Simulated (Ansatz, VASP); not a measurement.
**VInC4N4: VASP beside Ansatz**

```xyz
10
Lattice="6.1425 0.0000 0.0000 0.0000 6.1425 0.0000 0.0000 0.0000 6.1425" Properties=species:S:1:pos:R:3 pbc="T T T"
V     3.0712    3.0712    3.0712
In    0.0000    0.0000    0.0000
C     1.2415    1.2415    1.2415
C     1.2415    4.9010    4.9010
C     4.9010    1.2415    4.9010
C     4.9010    4.9010    1.2415
N     1.9206    1.9206    1.9206
N     1.9206    4.2219    4.2219
N     4.2219    1.9206    4.2219
N     4.2219    4.2219    1.9206
```

Alike in both runs: functional PBE; k mesh 4 × 4 × 4; occupations gaussian, width 0.1 eV; collinear spin.

Ansatz relaxed the structure, and its values are those at the end. VASP's run is a single point on that final structure, the one shown.

|  | VASP | Ansatz |
| --- | --- | --- |
| version | VASP 6.6.1 | Ansatz 0.2.0 |
| potentials or method | VASP PAW PBE potentials, release 64 (V_sv, In_d, C, N), cutoff 520 eV | scalar-relativistic, plane waves, PAW |
| valence electrons in the cell | 62 | 62 |

|  | VASP | Ansatz | Ansatz less VASP |
| --- | --- | --- | --- |
| pressure (GPa) | -0.8 | 0.4 | +1.15 |
| rms of the force components (eV/Å) | 0.558 | 0.024 | -0.5342 |
| net moment per atom (μB) | 0.00 | 0.40 | +0.400 |
| size of the moment on the site where the two differ most (μB) | 0.00 | 1.91 | +1.909 |

The net moments are unlike, so the other rows may belong to different states. Site moments also hang on the region over which each program counts them.

Noted on VASP's run: the standard files for N, O and F lose accuracy on very short bonds.
